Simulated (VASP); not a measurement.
# TiAl: single point with PBEsol

Crystal: TiAl.

```
Ti Al
1.0
     3.15695    0.00000    0.00000
     0.00000    3.15695    0.00000
     0.00000    0.00000    3.15695
Ti Al
1 1
Direct
  0.00000 0.00000 0.00000
  0.50000 0.50000 0.50000
```

```json
{
 "Program": "VASP 6.6.1",
 "Task": "single point",
 "Functional": "PBEsol",
 "Potentials or basis": "VASP PAW PBE potentials, release 64 (Ti_sv, Al)",
 "Cutoff": "520 eV",
 "k mesh": "8 × 8 × 8",
 "Occupations": "fermi-dirac, width 0.05 eV",
 "Spin": "no spin polarisation"
}
```

The pressure is 0.1 GPa.

Levels at points of the mesh, in eV from the Fermi level:
```tsv
k point	band 4	band 5	band 6	band 7	band 8	band 9	band 10	band 11
(0.00, 0.00, 0.00)	-32.92	-9.35	-1.48	-1.48	1.84	1.84	1.84	4.52
(0.50, 0.00, 0.00)	-32.90	-6.03	-5.24	-0.56	0.14	0.14	2.05	3.10
(0.50, 0.50, 0.00)	-32.88	-5.06	-2.09	-2.09	-1.50	0.71	0.71	2.84
(0.50, 0.50, 0.50)	-33.05	-3.15	-3.15	-3.15	0.78	2.90	2.90	2.97
```

Run time: 18 s on 1 thread of Intel Xeon 8259CL, with other jobs on the host, peak memory 0.14 GiB.

Caveat: the PAW data sets were made with another functional, which shifts forces and pressure a little.
